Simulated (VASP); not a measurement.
# TaN (P6_3mc) in VASP: further runs, part 2 of 2

VASP 6.6.1. Earlier steps stand in the parts before.

**3. Electric field gradients, PBEsol (zz strain of +1 %)**

INCAR

```
SYSTEM = TaN
ALGO     = Normal         ! electronic algorithm
EDIFF    = 1E-8           ! SCF threshold, eV
ENCUT    = 520            ! plane-wave cutoff, eV
GGA      = PS             ! functional
ISIF     = 2              ! what is computed and relaxed
ISMEAR   = -1             ! smearing method
LASPH    = .TRUE.         ! aspherical terms in the spheres
LCHARG   = .FALSE.        ! write CHGCAR
LEFG     = .TRUE.       
LREAL    = .FALSE.        ! projectors in reciprocal space
LWAVE    = .FALSE.        ! write WAVECAR
NBANDS   = 24             ! bands
NELM     = 60             ! most SCF steps
PREC     = Accurate       ! precision mode
SIGMA    = 0.01           ! smearing width, eV
```

KPOINTS

```
k-points
0
G
  9 9 5
  0 0 0
```

POSCAR

```
TaN
1.0
    3.0500010905      0.0000000000      0.0000000000
   -1.5250005453      2.6413784260      0.0000000000
    0.0000000000      0.0000000000      4.9894000000
Ta N
2 2
Direct
    0.3333333333      0.6666666667      0.0000000000
    0.6666666667      0.3333333333      0.5000000000
    0.3333333333      0.6666666667      0.3850000000
    0.6666666667      0.3333333333      0.8850000000
```

Potentials or basis: VASP PAW PBE potentials, release 64 (Ta_pv, N).

Run with:

```console
$ cat potpaw_PBE.64/Ta_pv/POTCAR potpaw_PBE.64/N/POTCAR > POTCAR
$ mpirun -np 1 vasp_std > vasp.out
```

OUTCAR:

```text
SYSTEM = TaN
   EDIFF = 1E-8
   ENCUT = 520
   GGA = PS
   ISIF = 2
   ISMEAR = -1
   LASPH = .TRUE.
   LREAL = .FALSE.
   NELM = 60
   PREC = Accurate

 ion  position               nearest neighbor table
   1  0.333  0.667  0.000-   4 1.85   4 1.85   4 1.85   3 1.92   2 3.05   2 3.05   2 3.05   2 3.05
                             2 3.05   2 3.05
   2  0.667  0.333  0.500-   3 1.85   3 1.85   3 1.85   4 1.92   1 3.05   1 3.05   1 3.05   1 3.05
                             1 3.05   1 3.05
   3  0.333  0.667  0.385-   2 1.85   2 1.85   2 1.85   1 1.92
   4  0.667  0.333  0.885-   1 1.85   1 1.85   1 1.85   2 1.92

  LATTYP: Found a hexagonal cell.
 ALAT       =     3.0500010905
 C/A-ratio  =     1.6358682676

  Lattice vectors:

 A1 = (   3.0500010905,   0.0000000000,   0.0000000000)
 A2 = (  -1.5250005453,   2.6413784260,   0.0000000000)
 A3 = (   0.0000000000,   0.0000000000,   4.9894000000)

Analysis of symmetry for initial positions (statically):
=====================================================================
 Subroutine PRICEL returns:
 Original cell was already a primitive cell.

 Routine SETGRP: Setting up the symmetry group for a
 hexagonal supercell.

 Subroutine GETGRP returns: Found 12 space group operations
 (whereof  6 operations were pure point group operations)
 out of a pool of 24 trial point group operations.

The static configuration has the point symmetry C_3v.
 The point group associated with its full space group is C_6v.

Analysis of symmetry for dynamics (positions and initial velocities):
=====================================================================
 Subroutine PRICEL returns:
 Original cell was already a primitive cell.

 Routine SETGRP: Setting up the symmetry group for a
 hexagonal supercell.

 Subroutine GETGRP returns: Found 12 space group operations
 (whereof  6 operations were pure point group operations)
 out of a pool of 24 trial point group operations.

The dynamic configuration has the point symmetry C_3v.
 The point group associated with its full space group is C_6v.

 Subroutine INISYM returns: Found 12 space group operations
 (whereof  6 operations are pure point group operations),
 and found     1 'primitive' translations

----------------------------------------------------------------------------------------

                                     Primitive cell

  volume of cell :      40.1956

  direct lattice vectors                    reciprocal lattice vectors
     3.050001090  0.000000000  0.000000000     0.327868735  0.189295103  0.000000000
    -1.525000545  2.641378426  0.000000000     0.000000000  0.378590205  0.000000000
     0.000000000  0.000000000  4.989400000     0.000000000  0.000000000  0.200424901

  length of vectors
     3.050001090  3.050001091  4.989400000     0.378590205  0.378590205  0.200424901

  position of ions in fractional coordinates (direct lattice)
     0.333333333  0.666666667  0.000000000
     0.666666667  0.333333333  0.500000000
     0.333333333  0.666666667  0.385000000
     0.666666667  0.333333333  0.885000000

[... 92 lines left out ...]
   EFERMI =   0.00;   METHOD = LEGACY
   ISMEAR =    -1;   SIGMA  =   0.01  broadening in eV -4-tet -1-fermi 0-gaus
   EFERMI_NEDOS =   21; number of points for ismear=-14 and -15
   IALGO  =     38    algorithm
   IMIX   =      4    mixing-type and parameters
     AMIX     =   0.40;   BMIX     =  1.00
     AMIX_MAG =   1.60;   BMIX_MAG =  1.00
  volume/ion in A,a.u.               =      10.05        67.81
  Fermi-wavevector in a.u.,A,eV,Ry     =   1.517278  2.867240 31.322417  2.302133
  Thomas-Fermi vector in A             =   2.626555
   LORBIT       =      0    0 simple, 1 ext, 2 COOP (PROOUT), +10 PAW based schemes
   GGA     = PS    functional components
   LHFCALC =     F    Hartree Fock is set to
   AEXX    =    0.0000 exact exchange contribution
   IVDW    =     0    specifies the selected vdW correction
   LEPSILON=     F    determine dielectric tensor
   LRPA    =     F    only Hartree local field effects (RPA)
 non-spin polarized calculation
  energy-cutoff  :      520.00
  volume of cell :       40.20
 maximum number of plane-waves:      1105
 NGX is ok and might be reduce to    24
   NGX = 11   NGY = 11   NGZ = 19

 number of electron      32.0000000 magnetization

 Free energy of the ion-electron system (eV)
  ---------------------------------------------------
  ext. energy  EPLUGINS =         0.00000000
  ---------------------------------------------------
  free energy    TOTEN  =       -41.08276926 eV

  energy without entropy =      -41.08180167  energy(sigma->0) =      -41.08228546

 E-fermi :   9.5135     XC(G=0): -13.6422

 val. band max:        9.4923958741   @ k =   0.2222  -0.0000   0.0000
 cond. band min:       9.5144769041   @ k =   0.1111   0.1111   0.4000
 fundamental gap:      0.0220810300
 Fermi energy:         9.5135274855

 k-point     1 :       0.0000    0.0000    0.0000
  band No.  band energies     occupation
      1     -26.5172      2.00000
      2     -25.4718      2.00000
      3     -25.4718      2.00000
      4     -25.2950      2.00000
      5     -25.2950      2.00000
      6     -25.2267      2.00000
[... 637 lines left out ...]
     23      17.0996      0.00000
     24      17.0996      0.00000

 [... further k-points ...]

------------------------ aborting loop because EDIFF is reached ----------------------------------------

  FORCE on cell =-STRESS in cart. coord.  units (eV):
  Direction    XX          YY          ZZ          XY          YZ          ZX
  --------------------------------------------------------------------------------------
  -------------------------------------------------------------------------------------
  Total       33.3324682     33.3324682     25.9181855     -0.0000000      0.0000000      0.0000000
  in kB     1328.6148804   1328.6148804   1033.0854195     -0.0000000      0.0000000      0.0000000
  external PRESSURE =    1230.1050601 kB  Pullay stress =       0.0000000 kB

 VOLUME and BASIS-vectors are now :
 -----------------------------------------------------------------------------
  energy-cutoff  :      520.00
  volume of cell :       40.20
      direct lattice vectors                 reciprocal lattice vectors
     3.050001090  0.000000000  0.000000000     0.327868735  0.189295103  0.000000000
    -1.525000545  2.641378426  0.000000000     0.000000000  0.378590205  0.000000000
     0.000000000  0.000000000  4.989400000     0.000000000  0.000000000  0.200424901

 POSITION                                       TOTAL-FORCE (eV/Angst)
 -----------------------------------------------------------------------------------
     -0.00000      1.76092      0.00000         0.000000     -0.000000      2.804184
      1.52500      0.88046      2.49470        -0.000000      0.000000      2.804184
     -0.00000      1.76092      1.92092        -0.000000      0.000000     -2.804184
      1.52500      0.88046      4.41562         0.000000     -0.000000     -2.804184
 -----------------------------------------------------------------------------------
    total drift:                               -0.000000      0.000000      0.000390

  FREE ENERGIE OF THE ION-ELECTRON SYSTEM (eV)
  ---------------------------------------------------
  free  energy   TOTEN  =       -41.0827692569 eV

  energy  without entropy=      -41.0818016671  energy(sigma->0) =      -41.08228546

 Electric field gradients (V/A^2)
---------------------------------------------------------------------
 ion       V_xx      V_yy      V_zz      V_xy      V_xz      V_yz
---------------------------------------------------------------------
   1     -67.326   -67.327   134.653    -0.000    -0.000     0.000
   2     -67.326   -67.327   134.653    -0.000     0.000    -0.000
   3      -5.382    -5.381    10.764     0.001     0.000    -0.000
   4      -5.382    -5.381    10.764     0.001    -0.000     0.000
---------------------------------------------------------------------

 Electric field gradients after diagonalization (V/A^2)
 (convention: |V_zz| > |V_xx| > |V_yy|)
----------------------------------------------------------------------
 ion       V_xx      V_yy      V_zz     asymmetry (V_yy - V_xx)/ V_zz
----------------------------------------------------------------------
   1     -67.327   -67.326   134.653       0.000
   2     -67.327   -67.326   134.653       0.000
   3      -5.383    -5.381    10.764       0.000
   4      -5.383    -5.381    10.764       0.000
----------------------------------------------------------------------

           NMR quadrupolar parameters

 Cq : quadrupolar parameter    Cq=e*Q*V_zz/h
 eta: asymmetry parameters     (V_yy - V_xx)/ V_zz
 Q  : nuclear electric quadrupole moment in mb (millibarn)
----------------------------------------------------------------------
 ion       Cq(MHz)       eta       Q (mb)
----------------------------------------------------------------------
   1       0.326       0.000       1.000
   2       0.326       0.000       1.000
   3       0.026       0.000       1.000
   4       0.026       0.000       1.000
----------------------------------------------------------------------
```

It took 20 s on 1 thread of Intel Xeon Platinum 8488C (Sapphire Rapids), shared host; peak memory 0.17 GiB.

Results:

```
Free energy                             : -41.0828 eV
Pressure                                : 123.0 GPa
Largest force                           : 2.804 eV/Å
Band gap on the k mesh                  : zero (bands 16 and 17 overlap by 2.22 eV)
Largest electric field gradient by atom : Ta +134.7; N +10.8 V/Å²
```

Forces in eV/Å, atoms in the order of the input:
```
Ta   0.000  0.000  2.804
Ta   0.000  0.000  2.804
N    0.000  0.000 -2.804
N    0.000  0.000 -2.804
```

Electric field gradients, principal values (V/Å²):
| atom | least | middle | greatest (by size) |
| --- | --- | --- | --- |
| 1 Ta | -67.326 | -67.327 | 134.653 |
| 2 Ta | -67.326 | -67.327 | 134.653 |
| 3 N | -5.381 | -5.383 | 10.764 |
| 4 N | -5.381 | -5.383 | 10.764 |

Caveat: the cell differs from its parent crystal (zz strain of +1 %); the cell stands under pressure; without QUAD_EFG the Cq values of the log hold for a quadrupole moment of 1 mb, not for the nuclei; the PAW data sets were made with another functional, which shifts forces and pressure a little; spin-orbit coupling is left out, which moves the levels of the heavy elements.
